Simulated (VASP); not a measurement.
# InSb (Pmmm) in VASP: notebook, part 2 of 2

VASP 6.6.1. Earlier steps stand in the parts before.

## 3. Single point, PBE+D3(BJ) (strain -0.0200 x Voigt [1, -1, 0, 0, 0, 0])

The input, INCAR:

```
PREC = Accurate ; ENCUT = 520
EDIFF = 1E-7 ; ISMEAR = 0
SIGMA = 0.15 ; LREAL = False
LASPH = True ; NELM = 100
ALGO = Normal ; ISIF = 2
LWAVE = False ; LCHARG = True
GGA = PE ; IVDW = 12
LELF = True ; LVHAR = True
NBANDS = 16
```

The input, KPOINTS:

```
Automatic mesh
0
Gamma
  12 12 12
```

The input, POSCAR:

```
InSb
1.0
    3.7314989600      0.0000000000      0.0000000000
    0.0000000000      3.8838050400      0.0000000000
    0.0000000000      0.0000000000      3.8076520000
In Sb
1 1
Direct
    0.0000000000      0.0000000000      0.0000000000
    0.5000000000      0.5000000000      0.5000000000
```

Potentials or basis: VASP PAW PBE potentials, release 64 (In_d, Sb).

Run with:

```
$ cat potpaw_PBE.64/In_d/POTCAR potpaw_PBE.64/Sb/POTCAR > POTCAR
$ mpirun -np 1 vasp_std > vasp.out
```

OUTCAR:

```text
PREC = Accurate
   ENCUT = 520
   EDIFF = 1E-7
   ISMEAR = 0
   LREAL = False
   LASPH = True
   NELM = 100
   ISIF = 2
   GGA = PE
   IVDW = 12
 IVDW          = 12

 ion  position               nearest neighbor table
   1  0.000  0.000  0.000-   2 3.30   2 3.30   2 3.30   2 3.30   2 3.30   2 3.30   2 3.30   2 3.30

   2  0.500  0.500  0.500-   1 3.30   1 3.30   1 3.30   1 3.30   1 3.30   1 3.30   1 3.30   1 3.30

  LATTYP: Found a simple orthorhombic cell.
 ALAT       =     3.7314989600
 B/A-ratio  =     1.0204081633
 C/A-ratio  =     1.0408163265

  Lattice vectors:

 A1 = (  -3.7314989600,   0.0000000000,   0.0000000000)
 A2 = (   0.0000000000,   0.0000000000,   3.8076520000)
 A3 = (   0.0000000000,   3.8838050400,   0.0000000000)

Analysis of symmetry for initial positions (statically):
=====================================================================
 Subroutine PRICEL returns:
 Original cell was already a primitive cell.

 Routine SETGRP: Setting up the symmetry group for a
 simple orthorhombic supercell.

 Subroutine GETGRP returns: Found  8 space group operations
 (whereof  8 operations were pure point group operations)
 out of a pool of  8 trial point group operations.

The static configuration has the point symmetry D_2h.

Analysis of symmetry for dynamics (positions and initial velocities):
=====================================================================
 Subroutine PRICEL returns:
 Original cell was already a primitive cell.

 Routine SETGRP: Setting up the symmetry group for a
 simple orthorhombic supercell.

 Subroutine GETGRP returns: Found  8 space group operations
 (whereof  8 operations were pure point group operations)
 out of a pool of  8 trial point group operations.

The dynamic configuration has the point symmetry D_2h.

 Subroutine INISYM returns: Found  8 space group operations
 (whereof  8 operations are pure point group operations),
 and found     1 'primitive' translations

[... 116 lines left out ...]
  Fermi-wavevector in a.u.,A,eV,Ry     =   1.126937  2.129602 17.279225  1.269987
  Thomas-Fermi vector in A             =   2.263621
   LORBIT       =      0    0 simple, 1 ext, 2 COOP (PROOUT), +10 PAW based schemes
   GGA     = PE    functional components
   LHFCALC =     F    Hartree Fock is set to
   AEXX    =    0.0000 exact exchange contribution
   IVDW    =    12    specifies the selected vdW correction
   LEPSILON=     F    determine dielectric tensor
   LRPA    =     F    only Hartree local field effects (RPA)
 non-spin polarized calculation
 Gauss-broadening in eV      SIGMA  =   0.15
  energy-cutoff  :      520.00
  volume of cell :       55.18
 maximum number of plane-waves:      1512
 NGX is ok and might be reduce to    28
   NGX = 13   NGY = 15   NGZ = 15

 number of electron      17.9999997 magnetization

 Free energy of the ion-electron system (eV)
  ---------------------------------------------------
  ext. energy  EPLUGINS =         0.00000000
  ---------------------------------------------------
  free energy    TOTEN  =        -6.50602407 eV

  energy without entropy =       -6.49507778  energy(sigma->0) =       -6.50055092

 E-fermi :   7.4266     XC(G=0): -10.0602

 val. band max:        7.4157862427   @ k =   0.1667   0.3333   0.0833
 cond. band min:       7.4295162541   @ k =   0.1667   0.4167   0.3333
 fundamental gap:      0.0137300114
 Fermi energy:         7.4266388416

 k-point     1 :       0.0000    0.0000    0.0000
  band No.  band energies     occupation
      1      -7.0672      2.00000
      2      -7.0483      2.00000
      3      -6.9548      2.00000
      4      -6.9512      2.00000
      5      -6.9487      2.00000
      6      -3.8647      2.00000
[... 433 lines left out ...]
      3      -6.9907      2.00000
      4      -6.9725      2.00000
      5      -6.9591      2.00000
      6      -3.0456      2.00000
[... 8 lines left out ...]
     15      15.2768      0.00000
     16      17.2468      0.00000

 [... further k-points ...]

------------------------ aborting loop because EDIFF is reached ----------------------------------------

 Edisp (eV)   -0.81875

 E8    (eV) :    -0.3914

  FORCE on cell =-STRESS in cart. coord.  units (eV):
  Direction    XX          YY          ZZ          XY          YZ          ZX
  --------------------------------------------------------------------------------------
  -------------------------------------------------------------------------------------
  Total      -0.93140    -0.84933    -0.83636     0.00000     0.00000     0.00000
  in kB     -27.04267   -24.65989   -24.28317     0.00000     0.00000     0.00000
  external pressure =      -25.33 kB  Pullay stress =        0.00 kB

 VOLUME and BASIS-vectors are now :
 -----------------------------------------------------------------------------
  energy-cutoff  :      520.00
  volume of cell :       55.18
      direct lattice vectors                 reciprocal lattice vectors
     3.731498960  0.000000000  0.000000000     0.267988819  0.000000000  0.000000000
     0.000000000  3.883805040  0.000000000     0.000000000  0.257479454  0.000000000
     0.000000000  0.000000000  3.807652000     0.000000000  0.000000000  0.262629043

 POSITION                                       TOTAL-FORCE (eV/Angst)
 -----------------------------------------------------------------------------------
      0.00000      0.00000      0.00000         0.000000      0.000000      0.000000
      1.86575      1.94190      1.90383         0.000000      0.000000      0.000000
 -----------------------------------------------------------------------------------
    total drift:                               -0.000000      0.000000     -0.000000

  FREE ENERGIE OF THE ION-ELECTRON SYSTEM (eV)
  ---------------------------------------------------
  free  energy   TOTEN  =        -7.3247733260 eV

  energy  without entropy=       -7.3138270287  energy(sigma->0) =       -7.31930018
```

OSZICAR:

```text
N       E                     dE             d eps       ncg     rms          rms(c)
DAV:   1     0.108324424298E+03    0.10832E+03   -0.80215E+03 11016   0.119E+03
DAV:   2    -0.143933745874E+00   -0.10847E+03   -0.10496E+03 12584   0.292E+02
DAV:   3    -0.637632591521E+01   -0.62324E+01   -0.61787E+01 13816   0.677E+01
DAV:   4    -0.653182189223E+01   -0.15550E+00   -0.15544E+00 14160   0.115E+01
DAV:   5    -0.653997191435E+01   -0.81500E-02   -0.81499E-02 16232   0.223E+00    0.262E+00
DAV:   6    -0.651146271156E+01    0.28509E-01   -0.46504E-02 14648   0.358E+00    0.148E+00
DAV:   7    -0.650639190196E+01    0.50708E-02   -0.16965E-02 15104   0.168E+00    0.262E-01
DAV:   8    -0.650600519402E+01    0.38671E-03   -0.17430E-03 14016   0.586E-01    0.840E-02
DAV:   9    -0.650602856190E+01   -0.23368E-04   -0.15632E-04 15032   0.104E-01    0.438E-02
DAV:  10    -0.650602515636E+01    0.34055E-05   -0.58215E-06 14576   0.196E-02    0.179E-02
DAV:  11    -0.650602440858E+01    0.74778E-06   -0.11691E-06 15184   0.148E-02    0.564E-03
DAV:  12    -0.650602421652E+01    0.19206E-06   -0.43425E-08  8456   0.267E-03    0.218E-03
DAV:  13    -0.650602405857E+01    0.15795E-06   -0.13666E-08  7696   0.129E-03    0.502E-04
DAV:  14    -0.650602407288E+01   -0.14306E-07   -0.28778E-09  6800   0.578E-04
   1 F= -.73247733E+01 E0= -.73193002E+01  d E =-.109463E-01
```

stdout:

```text
POSCAR found type information on POSCAR InSb
 POSCAR found :  2 types and       2 ions
 scaLAPACK will be used
 LDA part: xc-table for (Slater+PW92), standard interpolation
 POSCAR, INCAR and KPOINTS ok, starting setup
 FFT: planning ... GRIDC
 FFT: planning ... GRID_SOFT
 FFT: planning ... GRID
 WAVECAR not read
 entering main loop
```

Run time: 2.7 min. Hardware: 1 thread of Intel Xeon 6975P-C (Granite Rapids), shared host; peak memory 0.42 GiB.

What came out:

```
Free energy                : -7.3248 eV
Pressure                   : -2.5 GPa
Band gap on the k mesh     : zero (bands 9 and 10 overlap by 3.52 eV)
Dispersion energy per atom : -0.409 eV
```

Caveat: the cell differs from its parent crystal (strain -0.0200 x Voigt [1, -1, 0, 0, 0, 0]); spin-orbit coupling is left out, which moves the levels of the heavy elements.

## 4. Single point, PBE+D3(BJ) (strain +0.0100 x Voigt [1, -1, 0, 0, 0, 0])

The input, INCAR:

```
SYSTEM = InSb
PREC = Accurate
ENCUT = 520
EDIFF = 1E-7
ISMEAR = 0
SIGMA = 0.15
LREAL = .FALSE.
LASPH = .TRUE.
NELM = 80
ALGO = Normal
ISIF = 2
LWAVE = .FALSE.
LCHARG = .FALSE.
GGA = PE
IVDW = 12
NBANDS = 16
```

The input, KPOINTS:

```
regular mesh
0
G
  12 12 12
  0 0 0
```

The input, POSCAR:

```
InSb
1.0
    3.8457285200      0.0000000000      0.0000000000
    0.0000000000      3.7695754800      0.0000000000
    0.0000000000      0.0000000000      3.8076520000
In Sb
1 1
Direct
    0.0000000000      0.0000000000      0.0000000000
    0.5000000000      0.5000000000      0.5000000000
```

Run with:

```
$ cat potpaw_PBE.64/In_d/POTCAR potpaw_PBE.64/Sb/POTCAR > POTCAR
$ mpirun -np 1 vasp_std > vasp.out
```

Run time: 2.3 min. Hardware: 1 thread of Intel Xeon 6975P-C (Granite Rapids), shared host; peak memory 0.43 GiB.

It converged, with:

```yaml
Free_energy: -7.3237 eV
Pressure: -2.6 GPa
Band_gap_on_the_k_mesh: zero (bands 9 and 10 overlap by 3.40 eV)
Dispersion_energy_per_atom: -0.409 eV
```

Stress tensor (GPa, compression positive):
```
-2.48  0.00  0.00
 0.00 -2.67  0.00
 0.00  0.00 -2.55
```

Levels at points of the mesh, in eV from the Fermi level:
```csv
k point,band 6,band 7,band 8,band 9,band 10,band 11,band 12,band 13
"(0.00, 0.00, 0.00)",-11.28,-2.16,-0.77,-0.60,-0.43,4.05,4.20,8.18
"(0.50, 0.00, 0.00)",-9.77,-7.00,1.18,1.33,2.31,2.57,3.82,4.01
"(0.00, 0.50, 0.00)",-9.67,-6.91,1.12,1.26,2.12,2.37,3.72,3.91
"(0.50, 0.50, 0.00)",-8.36,-4.30,-4.24,-4.18,1.88,5.61,5.67,5.70
"(0.00, 0.00, 0.50)",-9.72,-6.96,1.08,1.37,2.21,2.47,3.67,4.06
"(0.50, 0.00, 0.50)",-8.41,-4.31,-4.28,-4.25,1.98,5.75,5.84,5.85
"(0.00, 0.50, 0.50)",-8.31,-4.26,-4.23,-4.11,1.78,5.48,5.52,5.53
"(0.50, 0.50, 0.50)",-7.63,-2.40,-2.14,-2.06,-2.00,-0.37,-0.33,-0.29
```

Caveat: the cell differs from its parent crystal (strain +0.0100 x Voigt [1, -1, 0, 0, 0, 0]); spin-orbit coupling is left out, which moves the levels of the heavy elements.

## 5. Single point, PBE+D3(BJ) (strain +0.0250 x Voigt [1, -1, 0, 0, 0, 0])

The input, INCAR:

```
SYSTEM = InSb
  ALGO = Normal
  EDIFF = 1E-6
  ENCUT = 520
  GGA = PE
  ISIF = 2
  ISMEAR = 0
  IVDW = 12
  LASPH = .TRUE.
  LCHARG = .FALSE.
  LREAL = .FALSE.
  LWAVE = .FALSE.
  NBANDS = 16
  NELM = 60
  PREC = Accurate
  SIGMA = 0.15
```

The input, KPOINTS:

```
k-points
0
G
  12 12 12
  0 0 0
```

The input, POSCAR:

```
InSb
1.0
    3.9028433000      0.0000000000      0.0000000000
    0.0000000000      3.7124607000      0.0000000000
    0.0000000000      0.0000000000      3.8076520000
In Sb
1 1
Direct
    0.0000000000      0.0000000000      0.0000000000
    0.5000000000      0.5000000000      0.5000000000
```

Potentials or basis: VASP PAW PBE potentials, release 64 (In_d, Sb).

Run with:

```
$ cat potpaw_PBE.64/In_d/POTCAR potpaw_PBE.64/Sb/POTCAR > POTCAR
$ mpirun -np 1 vasp_std > vasp.out
```

OUTCAR:

```text
SYSTEM = InSb
   EDIFF = 1E-6
   ENCUT = 520
   GGA = PE
   ISIF = 2
   ISMEAR = 0
   IVDW = 12
   LASPH = .TRUE.
   LREAL = .FALSE.
   NELM = 60
   PREC = Accurate
 IVDW          = 12

 ion  position               nearest neighbor table
   1  0.000  0.000  0.000-   2 3.30   2 3.30   2 3.30   2 3.30   2 3.30   2 3.30   2 3.30   2 3.30

   2  0.500  0.500  0.500-   1 3.30   1 3.30   1 3.30   1 3.30   1 3.30   1 3.30   1 3.30   1 3.30

  LATTYP: Found a simple orthorhombic cell.
 ALAT       =     3.7124607000
 B/A-ratio  =     1.0256410256
 C/A-ratio  =     1.0512820513

  Lattice vectors:

 A1 = (   0.0000000000,   3.7124607000,   0.0000000000)
 A2 = (   0.0000000000,   0.0000000000,   3.8076520000)
 A3 = (   3.9028433000,   0.0000000000,   0.0000000000)

Analysis of symmetry for initial positions (statically):
=====================================================================
 Subroutine PRICEL returns:
 Original cell was already a primitive cell.

 Routine SETGRP: Setting up the symmetry group for a
 simple orthorhombic supercell.

 Subroutine GETGRP returns: Found  8 space group operations
 (whereof  8 operations were pure point group operations)
 out of a pool of  8 trial point group operations.

The static configuration has the point symmetry D_2h.

Analysis of symmetry for dynamics (positions and initial velocities):
=====================================================================
 Subroutine PRICEL returns:
 Original cell was already a primitive cell.

 Routine SETGRP: Setting up the symmetry group for a
 simple orthorhombic supercell.

 Subroutine GETGRP returns: Found  8 space group operations
 (whereof  8 operations were pure point group operations)
 out of a pool of  8 trial point group operations.

The dynamic configuration has the point symmetry D_2h.

 Subroutine INISYM returns: Found  8 space group operations
 (whereof  8 operations are pure point group operations),
 and found     1 'primitive' translations

[... 116 lines left out ...]
  Fermi-wavevector in a.u.,A,eV,Ry     =   1.127022  2.129762 17.281818  1.270178
  Thomas-Fermi vector in A             =   2.263706
   LORBIT       =      0    0 simple, 1 ext, 2 COOP (PROOUT), +10 PAW based schemes
   GGA     = PE    functional components
   LHFCALC =     F    Hartree Fock is set to
   AEXX    =    0.0000 exact exchange contribution
   IVDW    =    12    specifies the selected vdW correction
   LEPSILON=     F    determine dielectric tensor
   LRPA    =     F    only Hartree local field effects (RPA)
 non-spin polarized calculation
 Gauss-broadening in eV      SIGMA  =   0.15
  energy-cutoff  :      520.00
  volume of cell :       55.17
 maximum number of plane-waves:      1508
 NGX is ok and might be reduce to    30
   NGX = 15   NGY = 13   NGZ = 15

 number of electron      17.9999999 magnetization

 Free energy of the ion-electron system (eV)
  ---------------------------------------------------
  ext. energy  EPLUGINS =         0.00000000
  ---------------------------------------------------
  free energy    TOTEN  =        -6.50642928 eV

  energy without entropy =       -6.49532590  energy(sigma->0) =       -6.50087759

 E-fermi :   7.4306     XC(G=0): -10.0611

 val. band max:        7.4211484680   @ k =   0.0833   0.0000   0.5000
 cond. band min:       7.4329523013   @ k =   0.1667   0.5000   0.3333
 fundamental gap:      0.0118038333
 Fermi energy:         7.4305535326

 k-point     1 :       0.0000    0.0000    0.0000
  band No.  band energies     occupation
      1      -7.0669      2.00000
      2      -7.0430      2.00000
      3      -6.9520      2.00000
      4      -6.9474      2.00000
      5      -6.9443      2.00000
      6      -3.8643      2.00000
[... 433 lines left out ...]
      3      -6.9912      2.00000
      4      -6.9698      2.00000
      5      -6.9579      2.00000
      6      -3.0041      2.00000
[... 8 lines left out ...]
     15      16.0542      0.00000
     16      17.0728      0.00000

 [... further k-points ...]

------------------------ aborting loop because EDIFF is reached ----------------------------------------

 Edisp (eV)   -0.81894

 E8    (eV) :    -0.3915

  FORCE on cell =-STRESS in cart. coord.  units (eV):
  Direction    XX          YY          ZZ          XY          YZ          ZX
  --------------------------------------------------------------------------------------
  -------------------------------------------------------------------------------------
  Total      -0.85432    -0.93349    -0.82276     0.00000     0.00000     0.00000
  in kB     -24.81018   -27.10950   -23.89371     0.00000     0.00000     0.00000
  external pressure =      -25.27 kB  Pullay stress =        0.00 kB

 VOLUME and BASIS-vectors are now :
 -----------------------------------------------------------------------------
  energy-cutoff  :      520.00
  volume of cell :       55.17
      direct lattice vectors                 reciprocal lattice vectors
     3.902843300  0.000000000  0.000000000     0.256223456  0.000000000  0.000000000
     0.000000000  3.712460700  0.000000000     0.000000000  0.269363121  0.000000000
     0.000000000  0.000000000  3.807652000     0.000000000  0.000000000  0.262629043

 POSITION                                       TOTAL-FORCE (eV/Angst)
 -----------------------------------------------------------------------------------
      0.00000      0.00000      0.00000         0.000000      0.000000      0.000000
      1.95142      1.85623      1.90383         0.000000      0.000000      0.000000
 -----------------------------------------------------------------------------------
    total drift:                                0.000000     -0.000000     -0.000000

  FREE ENERGIE OF THE ION-ELECTRON SYSTEM (eV)
  ---------------------------------------------------
  free  energy   TOTEN  =        -7.3253717804 eV

  energy  without entropy=       -7.3142684047  energy(sigma->0) =       -7.31982009
```

OSZICAR:

```text
N       E                     dE             d eps       ncg     rms          rms(c)
DAV:   1     0.108390064647E+03    0.10839E+03   -0.79593E+03 11032   0.118E+03
DAV:   2    -0.147966145534E+00   -0.10854E+03   -0.10511E+03 12352   0.291E+02
DAV:   3    -0.637899756853E+01   -0.62310E+01   -0.61703E+01 13920   0.677E+01
DAV:   4    -0.653337535110E+01   -0.15438E+00   -0.15433E+00 14176   0.114E+01
DAV:   5    -0.654041430283E+01   -0.70390E-02   -0.70388E-02 16384   0.207E+00    0.262E+00
DAV:   6    -0.651183870733E+01    0.28576E-01   -0.46599E-02 14424   0.359E+00    0.148E+00
DAV:   7    -0.650679770262E+01    0.50410E-02   -0.16744E-02 15032   0.166E+00    0.264E-01
DAV:   8    -0.650641016214E+01    0.38754E-03   -0.17076E-03 14152   0.577E-01    0.845E-02
DAV:   9    -0.650643348913E+01   -0.23327E-04   -0.15609E-04 14928   0.103E-01    0.437E-02
DAV:  10    -0.650643005449E+01    0.34346E-05   -0.55383E-06 14072   0.189E-02    0.180E-02
DAV:  11    -0.650642927919E+01    0.77530E-06   -0.10568E-06  9784   0.147E-02
   1 F= -.73253718E+01 E0= -.73198201E+01  d E =-.111034E-01
```

stdout:

```text
POSCAR found type information on POSCAR InSb
 POSCAR found :  2 types and       2 ions
 scaLAPACK will be used
 LDA part: xc-table for (Slater+PW92), standard interpolation
 POSCAR, INCAR and KPOINTS ok, starting setup
 FFT: planning ... GRIDC
 FFT: planning ... GRID_SOFT
 FFT: planning ... GRID
 WAVECAR not read
 entering main loop
```

Run time: 1.9 min. Hardware: 1 thread of Intel Xeon 6975P-C (Granite Rapids), shared host; peak memory 0.42 GiB.

What came out:

```yaml
Free_energy: -7.3254 eV
Pressure: -2.5 GPa
Band_gap_on_the_k_mesh: zero (bands 9 and 10 overlap by 3.62 eV)
Dispersion_energy_per_atom: -0.409 eV
```

Stress tensor (GPa, compression positive):
```
-2.48  0.00  0.00
 0.00 -2.71  0.00
 0.00  0.00 -2.39
```

Levels at points of the mesh, in eV from the Fermi level:
```csv
k point,band 5,band 6,band 7,band 8,band 9,band 10,band 11,band 12,band 13,band 14
"(0.00, 0.00, 0.00)",-14.37,-11.29,-2.20,-1.02,-0.61,-0.16,3.96,4.33,8.08,8.19
"(0.50, 0.00, 0.00)",-14.37,-9.86,-7.08,1.11,1.50,2.44,2.70,3.74,4.24,5.65
"(0.00, 0.50, 0.00)",-14.38,-9.60,-6.85,0.98,1.32,1.97,2.20,3.52,3.98,5.61
"(0.50, 0.50, 0.00)",-14.32,-8.36,-4.35,-4.21,-4.18,1.88,5.61,5.63,5.71,7.10
"(0.00, 0.00, 0.50)",-14.38,-9.74,-6.97,0.86,1.60,2.16,2.41,3.40,4.36,5.69
"(0.50, 0.00, 0.50)",-14.32,-8.50,-4.37,-4.36,-4.31,2.15,5.97,6.07,6.11,7.36
"(0.00, 0.50, 0.50)",-14.31,-8.23,-4.26,-4.18,-4.01,1.63,5.27,5.29,5.30,6.86
"(0.50, 0.50, 0.50)",-14.31,-7.63,-2.39,-2.25,-2.06,-1.90,-0.43,-0.33,-0.24,15.68
```

Caveat: the cell differs from its parent crystal (strain +0.0250 x Voigt [1, -1, 0, 0, 0, 0]); spin-orbit coupling is left out, which moves the levels of the heavy elements.

## 6. Overview

| cell | gap on the mesh (eV) | pressure (GPa) |
| --- | --- | --- |
| a = 3.922, b = 3.693, c = 3.808 Å, 2 atoms | none | -2.5 |
| a = 3.731, b = 3.884, c = 3.808 Å, 2 atoms | none | -2.5 |
| a = 3.846, b = 3.770, c = 3.808 Å, 2 atoms | none | -2.6 |
| a = 3.903, b = 3.712, c = 3.808 Å, 2 atoms | none | -2.5 |

Alike in all rows: task single point; level PBE+D3(BJ); potentials or basis VASP PAW PBE potentials, release 64 (In_d, Sb); no spin polarisation; k mesh 12 × 12 × 12; cutoff (eV) 520; smearing gaussian 0.15 eV.

Caveats: spin-orbit coupling is left out, which moves the levels of the heavy elements.

Absolute energies hang on the potentials; compare differences alone.
